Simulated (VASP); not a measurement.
Au, 2 atoms in the cell. It takes space group Cmcm (No. 63, orthorhombic). Conventional cell: a = 2.820 Å, b = 5.009 Å, c = 4.801 Å, α = 90.00°, β = 90.00°, γ = 90.00°. Au (site symmetry m2m) has 12 Au at 2.82 to 2.91 Å within 3.7 Å.  This cell differs from its parent crystal: strain -0.0050 x Voigt [0, 1, 0, 0, 0, 0].

| Property | Result |
| --- | --- |
| Program | VASP 6.6.1 |
| Task | single point |
| Functional | PBEsol |
| Potentials or basis | VASP PAW PBE potentials, release 64 (Au) |
| Cutoff | 520 eV |
| k mesh | 24 × 24 × 12 |
| Occupations | gaussian, width 0.15 eV |
| Spin | no spin polarisation |
| Dipole correction | no |
| Further INCAR settings | ALGO = Fast; EDIFF = 1e-06; NBANDS = 18 |

Potentials or basis: VASP PAW PBE potentials, release 64 (Au).

Run with:

```sh
$ cat potpaw_PBE.64/Au/POTCAR > POTCAR
$ mpirun -np 1 vasp_std > vasp.out
```

Hardware: 1 thread of AMD EPYC 9755 128-Core Processor, on a shared host.

Question: How long does it take, and how much memory?

Answer: Wall time 8.4 min on 1 thread of AMD EPYC 9755 128-Core Processor (shared host), peak memory 0.57 GiB. Counts: scf iterations 12, k points 1099.
